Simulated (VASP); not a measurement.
# WBr2F2 (P-3m1) in VASP: a series of runs

The runs below take WBr2F2 through single point, relaxation of cell and atoms, with PBE.

Program: VASP 6.6.1. These are calculated values, not measurements. Logs are shortened: lines on timing, memory, paths and dates and some standing lists are left out, and cuts for length are marked.

## (1) The cell of the first run

The structure is trigonal, space group P-3m1 (No. 164). The conventional cell has a = 3.709 Å, b = 3.709 Å, c = 8.248 Å, α = 90.00°, β = 90.00°, γ = 120.00°. Within 2.9 Å of W (site symmetry -3m) lie 6 F at 2.19 Å. Within 3.8 Å of Br (site symmetry 3m) lie 4 F at 2.84 to 2.87 Å and 3 W at 3.20 Å and 6 Br at 3.71 Å. Within 2.9 Å of F (site symmetry 3m) lie 3 W at 2.19 Å and 3 F at 2.34 Å and 4 Br at 2.84 to 2.87 Å.

The cell was generated, and may not be a known phase.

## (2) Single point, PBE, collinear spin

Contents of INCAR:

```
SYSTEM = WBr2F2
PREC = Accurate
ENCUT = 520
EDIFF = 1E-7
ISMEAR = 0
SIGMA = 0.1
LREAL = .False.
LASPH = .True.
NELM = 150
ALGO = Normal
ISIF = 2
LWAVE = .False.
LCHARG = .False.
ISPIN = 2
MAGMOM = 1.2 0.09 0.09 0.01 0.01
LORBIT = 11
LMAXMIX = 4
GGA = PE
NBANDS = 33
```

Contents of KPOINTS:

```
Automatic mesh
0
Gamma
  6 6 2
  0 0 0
```

Contents of POSCAR:

```
WBr2F2
1.0
    3.7088309159      0.0000000000      0.0000000000
   -1.8544154579      3.2119417915      0.0000000000
    0.0000000000      0.0000000000      8.2478558751
W Br F
1 2 2
Direct
    0.0000000000      0.0000000000      0.5000000000
    0.3333333333      0.6666666667      0.7881327011
    0.6666666667      0.3333333333      0.2118672989
    0.3333333333      0.6666666667      0.4433669928
    0.6666666667      0.3333333333      0.5566330072
```

Potentials or basis: VASP PAW PBE potentials, release 64 (W_sv, Br, F).

The run is started by

```bash
cat potpaw_PBE.64/W_sv/POTCAR potpaw_PBE.64/Br/POTCAR potpaw_PBE.64/F/POTCAR > POTCAR
mpirun -np 1 vasp_std > vasp.out
```

OUTCAR:

```text
SYSTEM = WBr2F2
   PREC = Accurate
   ENCUT = 520
   EDIFF = 1E-7
   ISMEAR = 0
   LREAL = .False.
   LASPH = .True.
   NELM = 150
   ISIF = 2
   ISPIN = 2
   LORBIT = 11
   GGA = PE

 ion  position               nearest neighbor table
   1  0.000  0.000  0.500-   4 2.19   5 2.19   4 2.19   5 2.19   5 2.19   4 2.19
   2  0.333  0.667  0.788-
   3  0.667  0.333  0.212-
   4  0.333  0.667  0.443-   1 2.19   1 2.19   1 2.19
   5  0.667  0.333  0.557-   1 2.19   1 2.19   1 2.19

  LATTYP: Found a hexagonal cell.
 ALAT       =     3.7088309159
 C/A-ratio  =     2.2238425159

  Lattice vectors:

 A1 = (   3.7088309159,   0.0000000000,   0.0000000000)
 A2 = (  -1.8544154579,   3.2119417915,   0.0000000000)
 A3 = (   0.0000000000,   0.0000000000,   8.2478558751)

Analysis of symmetry for initial positions (statically):
=====================================================================
 Subroutine PRICEL returns:
 Original cell was already a primitive cell.

 Routine SETGRP: Setting up the symmetry group for a
 hexagonal supercell.

 Subroutine GETGRP returns: Found 12 space group operations
 (whereof 12 operations were pure point group operations)
 out of a pool of 24 trial point group operations.

The static configuration has the point symmetry D_3d.

Analysis of symmetry for dynamics (positions and initial velocities):
=====================================================================
 Subroutine PRICEL returns:
 Original cell was already a primitive cell.

 Routine SETGRP: Setting up the symmetry group for a
 hexagonal supercell.

 Subroutine GETGRP returns: Found 12 space group operations
 (whereof 12 operations were pure point group operations)
 out of a pool of 24 trial point group operations.

The dynamic configuration has the point symmetry D_3d.

Analysis of structural, dynamic, and magnetic symmetry:
=====================================================================
 Subroutine PRICEL returns:
 Original cell was already a primitive cell.

 Routine SETGRP: Setting up the symmetry group for a
 hexagonal supercell.

 Subroutine GETGRP returns: Found 12 space group operations
 (whereof 12 operations were pure point group operations)
 out of a pool of 24 trial point group operations.

[... 120 lines left out ...]
   GGA     = PE    functional components
   LHFCALC =     F    Hartree Fock is set to
   AEXX    =    0.0000 exact exchange contribution
   IVDW    =     0    specifies the selected vdW correction
   LEPSILON=     F    determine dielectric tensor
   LRPA    =     F    only Hartree local field effects (RPA)
 spin polarized calculation
 Gauss-broadening in eV      SIGMA  =   0.10
  energy-cutoff  :      520.00
  volume of cell :       98.25
 maximum number of plane-waves:      2662
 NGX is ok and might be reduce to    28
   NGX = 13   NGY = 13   NGZ = 31

 number of electron      41.9999997 magnetization       1.9999713

 Free energy of the ion-electron system (eV)
  ---------------------------------------------------
  ext. energy  EPLUGINS =         0.00000000
  ---------------------------------------------------
  free energy    TOTEN  =       -22.23991554 eV

  energy without entropy =      -22.21352332  energy(sigma->0) =      -22.22671943

 E-fermi :   2.8424     XC(G=0):  -9.5086

 val. band max:        2.8184511003   @ k =   0.3333   0.3333   0.5000
 cond. band min:       2.8628920373   @ k =   0.1667   0.1667   0.0000
 fundamental gap:      0.0444409370
 Fermi energy:         2.8423951309

 spin component 1

 k-point     1 :       0.0000    0.0000    0.0000
  band No.  band energies     occupation
      1     -73.7677      1.00000
      2     -38.0665      1.00000
      3     -38.0665      1.00000
      4     -37.7511      1.00000
      5     -23.9987      1.00000
      6     -22.4287      1.00000
[... 493 lines left out ...]
     32      14.3540      0.00000
     33      14.6583      0.00000
 Fermi energy:         2.8423951309

 spin component 2

 k-point     1 :       0.0000    0.0000    0.0000
  band No.  band energies     occupation
      1     -72.9773      1.00000
      2     -37.0508      1.00000
      3     -37.0508      1.00000
      4     -36.6263      1.00000
      5     -23.9842      1.00000
      6     -22.4409      1.00000
[... 493 lines left out ...]
     32      14.4868      0.00000
     33      14.7239      0.00000

------------------------ aborting loop because EDIFF is reached ----------------------------------------

  FORCE on cell =-STRESS in cart. coord.  units (eV):
  Direction    XX          YY          ZZ          XY          YZ          ZX
  --------------------------------------------------------------------------------------
  -------------------------------------------------------------------------------------
  Total        0.4203212      0.4203212     -0.2025793      0.0000000      0.0000000      0.0000000
  in kB        6.8540316      6.8540316     -3.3033905      0.0000000      0.0000000      0.0000000
  external PRESSURE =       3.4682242 kB  Pullay stress =       0.0000000 kB

 VOLUME and BASIS-vectors are now :
 -----------------------------------------------------------------------------
  energy-cutoff  :      520.00
  volume of cell :       98.25
      direct lattice vectors                 reciprocal lattice vectors
     3.708830916  0.000000000  0.000000000     0.269626743  0.155669073  0.000000000
    -1.854415458  3.211941792  0.000000000     0.000000000  0.311338145  0.000000000
     0.000000000  0.000000000  8.247855875     0.000000000  0.000000000  0.121243632

 POSITION                                       TOTAL-FORCE (eV/Angst)
 -----------------------------------------------------------------------------------
      0.00000      0.00000      4.12393        -0.000000      0.000000      0.000000
     -0.00000      2.14129      6.50040        -0.000000      0.000000     -0.032213
      1.85442      1.07065      1.74745        -0.000000     -0.000000      0.032213
     -0.00000      2.14129      3.65683        -0.000000      0.000000     -0.026866
      1.85442      1.07065      4.59103         0.000000      0.000000      0.026866
 -----------------------------------------------------------------------------------
    total drift:                                0.000000     -0.000000      0.000000

  FREE ENERGIE OF THE ION-ELECTRON SYSTEM (eV)
  ---------------------------------------------------
  free  energy   TOTEN  =       -22.2399155370 eV

  energy  without entropy=      -22.2135233230  energy(sigma->0) =      -22.22671943

 total charge

# of ion       s       p       d       tot
------------------------------------------
    1        2.220   6.139   3.027  11.386
    2        1.627   3.149   0.013   4.790
    3        1.627   3.149   0.013   4.790
    4        1.752   4.348   0.000   6.100
    5        1.752   4.348   0.000   6.100
--------------------------------------------------
tot          8.978  21.134   3.052  33.165

 magnetization (x)

# of ion       s       p       d       tot
------------------------------------------
    1        0.035   0.012   1.538   1.585
    2        0.005   0.067   0.002   0.075
    3        0.005   0.067   0.002   0.075
    4        0.004  -0.013   0.000  -0.009
    5        0.004  -0.013   0.000  -0.009
--------------------------------------------------
tot          0.055   0.120   1.543   1.717
```

stdout:

```text
POSCAR found type information on POSCAR W BrF
 POSCAR found :  3 types and       5 ions
 scaLAPACK will be used
 LDA part: xc-table for (Slater+PW92), standard interpolation
 POSCAR, INCAR and KPOINTS ok, starting setup
 FFT: planning ... GRIDC
 FFT: planning ... GRID_SOFT
 FFT: planning ... GRID
 WAVECAR not read
 entering main loop
```

Wall time 55 s (1 thread of Intel Xeon 6975P-C (Granite Rapids), shared host); peak memory 0.29 GiB.

What came out:

```
Free energy                                           : -22.2399 eV
Pressure                                              : 0.3 GPa
Largest force                                         : 0.032 eV/Å
Band gap on the k mesh                                : zero (filled and empty bands overlap)
Net moment                                            : 2.00 μB per cell
Site moments                                          : W +1.58; Br +0.07; F -0.01 μB
Valence electrons inside the program's atomic spheres : W 11.39; Br 4.79; F 6.10
```

Forces in eV/Å, atoms in the order of the input:
```
W    0.000  0.000  0.000
Br   0.000  0.000 -0.032
Br   0.000  0.000  0.032
F    0.000  0.000 -0.027
F    0.000  0.000  0.027
```

Caveat: the k points lie up to 0.38 Å⁻¹ apart; spin-orbit coupling is left out, which moves the levels of the heavy elements; this functional lacks dispersion, which binds layers or chains, so the pressure and a relaxed spacing across them are unreliable.

## (3) Single point, PBE, collinear spin

This run uses another cell than the first one, of 20.20 Å³/atom.

Contents of INCAR:

```
SYSTEM = WBr2F2
ALGO = Normal ; EDIFF = 1E-6
ENCUT = 520 ; GGA = PE
ISIF = 2 ; ISMEAR = 0
ISPIN = 2 ; LASPH = .TRUE.
LCHARG = .FALSE. ; LMAXMIX = 4
LORBIT = 11 ; LREAL = .FALSE.
LWAVE = .FALSE. ; MAGMOM = 2.22 0.18 0.18 0.02 0.02
NBANDS = 33 ; NELM = 150
PREC = Accurate ; SIGMA = 0.1
```

Contents of KPOINTS:

```
k-points
0
G
  6 6 2
  0 0 0
```

Contents of POSCAR:

```
WBr2F2
1.0
    3.5934850000      0.0000000000      0.0000000000
   -1.7967425000      3.1120493000      0.0000000000
    0.0000000000      0.0000000000      9.0324625200
W Br F
1 2 2
Direct
    0.0000000000      0.0000000000      0.5000000000
    0.3333333300      0.6666666700      0.8342999800
    0.6666666700      0.3333333300      0.1657000200
    0.3333333300      0.6666666700      0.3547500100
    0.6666666700      0.3333333300      0.6452499900
```

Potentials or basis: VASP PAW PBE potentials, release 64 (W_sv, Br, F).

The run is started by

```bash
cat potpaw_PBE.64/W_sv/POTCAR potpaw_PBE.64/Br/POTCAR potpaw_PBE.64/F/POTCAR > POTCAR
mpirun -np 1 vasp_std > vasp.out
```

It took 82 s on 1 thread of Intel Xeon 6975P-C (Granite Rapids), shared host; peak memory 0.3 GiB.

Results (log left out):

```
Free energy                                           : -18.7615 eV
Pressure                                              : -4.3 GPa
Largest force                                         : 3.625 eV/Å
Net moment                                            : 2.18 μB per cell
Site moments                                          : W +2.54; Br -0.37; F -0.01 μB
Valence electrons inside the program's atomic spheres : W 11.37; Br 4.72; F 5.99
```

Forces on the atoms (eV/Å):
```
W    0.000  0.000  0.000
Br   0.000  0.000  0.719
Br   0.000  0.000 -0.719
F    0.000  0.000  3.625
F    0.000  0.000 -3.625
```

Stress tensor (GPa, compression positive):
```
-2.60  0.00  0.00
 0.00 -2.60  0.00
 0.00  0.00 -7.77
```

Levels at points of the mesh, in eV from the Fermi level:
Spin up:
```tsv
k point	band 20	band 21	band 22	band 23	band 24	band 25
(0.00, 0.00, 0.00)	0.05	0.05	0.29	0.62	0.62	0.86
(0.50, 0.00, 0.00)	-0.73	-0.21	-0.08	0.12	0.21	0.85
(0.00, 0.00, 0.50)	0.12	0.12	0.43	0.43	0.97	0.97
(0.50, 0.00, 0.50)	-0.72	-0.29	-0.23	0.17	0.39	0.82
```
Spin down:
```tsv
k point	band 17	band 18	band 19	band 20	band 21	band 22	band 23	band 24
(0.00, 0.00, 0.00)	-0.14	-0.14	0.14	0.14	0.51	0.78	0.78	1.55
(0.50, 0.00, 0.00)	-1.18	-0.72	-0.66	-0.32	0.02	1.40	1.71	1.86
(0.00, 0.00, 0.50)	-0.04	-0.04	0.01	0.01	0.61	0.79	0.79	1.83
(0.50, 0.00, 0.50)	-1.31	-0.69	-0.58	-0.29	0.02	1.50	1.63	1.86
```

Caveat: the stress differs along the axes, from -8 to -3 GPa; spin-orbit coupling is left out, which moves the levels of the heavy elements; this functional lacks dispersion, which binds layers or chains, so the pressure and a relaxed spacing across them are unreliable; forces of over 1 eV/Å act on the atoms, so gaps and moduli don't describe the material at rest.

[end of part 1 of 2]

The gap in the log of VASP goes by the Fermi energy; the results here count the filled bands.